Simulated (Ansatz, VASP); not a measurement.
**KI: VASP beside Ansatz**

Contents of INCAR:

```
SYSTEM = KI
PREC = Accurate ; ENCUT = 600
EDIFF = 1E-6 ; ISMEAR = 0
SIGMA = 0.02 ; LREAL = .FALSE.
LASPH = .TRUE. ; NELM = 100
ALGO = Normal ; ISIF = 3
LWAVE = .FALSE. ; LCHARG = .FALSE.
GGA = PE ; IBRION = 2
NSW = 65 ; EDIFFG = -0.01
```

Contents of KPOINTS:

```
regular mesh
0
G
  6 6 2
  0 0 0
```

File POSCAR:

```
KI
1.0
    5.0747965705      0.0000000000      0.0000000000
   -2.5373982853      4.3949027491      0.0000000000
    0.0000000000      0.0000000000     20.7176523779
K I
5 5
Direct
    0.0000000000      0.0000000000      0.0000000000
    0.3333333333      0.6666666667      0.2000000000
    0.6666666667      0.3333333333      0.4000000000
    0.0000000000      0.0000000000      0.6000000000
    0.6666666667      0.3333333333      0.8000000000
    0.6666666667      0.3333333333      0.1000000000
    0.0000000000      0.0000000000      0.3000000000
    0.3333333333      0.6666666667      0.5000000000
    0.3333333333      0.6666666667      0.7000000000
    0.3333333333      0.6666666667      0.9000000000
```

Input for Ansatz:

```yaml
crystal:
  lattice:
    - [5.0747965705, 0.0, 0.0]
    - [-2.5373982853, 4.3949027491, 0.0]
    - [0.0, 0.0, 20.7176523779]
  atoms:
    - { symbol: K, position: [0.0, 0.0, 0.0] }
    - { symbol: I, position: [0.6666666667, 0.3333333333, 0.1] }
    - { symbol: K, position: [0.3333333333, 0.6666666667, 0.2] }
    - { symbol: I, position: [0.0, 0.0, 0.3] }
    - { symbol: K, position: [0.6666666667, 0.3333333333, 0.4] }
    - { symbol: I, position: [0.3333333333, 0.6666666667, 0.5] }
    - { symbol: K, position: [0.0, 0.0, 0.6] }
    - { symbol: I, position: [0.3333333333, 0.6666666667, 0.7] }
    - { symbol: K, position: [0.6666666667, 0.3333333333, 0.8] }
    - { symbol: I, position: [0.3333333333, 0.6666666667, 0.9] }
basis:
  ecutwfc: 420
kpoints:
  mp_grid: { grid: [6, 6, 2] }
hamiltonian:
  xc: pbe
scf:
  occupations: { method: gaussian, width: 0.02 }
output:
  forces: true
  stress: true
  eigenvalues: true
  populations: true
relax:
  adjacent_minimum: "off"
  f_tol: 0.01
  max_steps: 45
  cell: { stress_tol: 0.05 }
```

Alike in both runs: task relaxation of cell and atoms; functional PBE; k mesh 6 × 6 × 2; occupations gaussian, width 0.02 eV; no spin polarisation.

|  | VASP | Ansatz |
| --- | --- | --- |
| version | VASP 6.6.1 | Ansatz 0.2.0 |
| potentials or method | VASP PAW PBE potentials, release 64 (K_sv, I), cutoff 600 eV | scalar-relativistic, plane waves, PAW |
| valence electrons in the cell | 80 | 130 |

```csv
,VASP,Ansatz,Ansatz less VASP
"gap on the k mesh at the Fermi level, each at its own relaxed structure (eV)",3.68,3.69,+0.015
relaxed volume (Å³/atom),46.74,46.56,-0.184
relaxed cell length with the largest relative difference (Å),5.020,5.011,-0.0089
```

VASP's potentials hold 80 valence electrons a cell and Ansatz's 130, so a difference there can come from the potentials and not from the codes.

Spin-orbit coupling is off throughout.
